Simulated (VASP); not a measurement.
Write the native input for VASP 6.6.1 that does the following.

```
Task                   : single point
Functional             : LDA
Potentials or basis    : VASP PAW LDA potentials, release 64 (Rh_pv, Cl)
Cutoff                 : 520 eV
k mesh                 : 4 × 4 × 6
Occupations            : fermi-dirac, width 0.1 eV
Spin                   : no spin polarisation
Dipole correction      : no
Further INCAR settings : ALGO = Normal; EDIFF = 1e-06; NBANDS = 38
```

The structure of RhCl2 lies in POSCAR:

```
RhCl2
1.0
    5.6899730000      0.0000000000      0.0000000000
    0.0000000000      5.6899730000      0.0000000000
    0.0000000000      0.0000000000      3.7283670000
Rh Cl
2 4
Direct
    0.0000000000      0.0000000000      0.0000000000
    0.5000000000      0.5000000000      0.5000000000
    0.3026200000      0.3026200000      0.0000000000
    0.6973800000      0.6973800000      0.0000000000
    0.1973800000      0.8026200000      0.5000000000
    0.8026200000      0.1973800000      0.5000000000
```

These files were run (other wordings do the same):

INCAR

```
ALGO = Normal
EDIFF = 1E-6
ENCUT = 520
GGA = CA
ISIF = 2
ISMEAR = -1
LASPH = True
LCHARG = True
LELF = True
LREAL = False
LVHAR = True
LWAVE = False
NBANDS = 38
NELM = 80
PREC = Accurate
SIGMA = 0.1
```

KPOINTS

```
k-points
0
Gamma
  4 4 6
```

Potentials or basis: VASP PAW LDA potentials, release 64 (Rh_pv, Cl).

The run is started by

```bash
$ cat potpaw_LDA.64/Rh_pv/POTCAR potpaw_LDA.64/Cl/POTCAR > POTCAR
$ mpirun -np 1 vasp_std > vasp.out
```

It gave:

The pressure is -8.1 GPa, the largest force is 0.155 eV/Å and the band gap on the k mesh is zero (band 29 reaches 5.44 eV, above the bottom of band 30 at 4.19 eV).

Wall time 39 s on 1 thread of Intel(R) Xeon(R) 6975P-C (Granite Rapids) (shared host), peak memory 0.22 GiB.
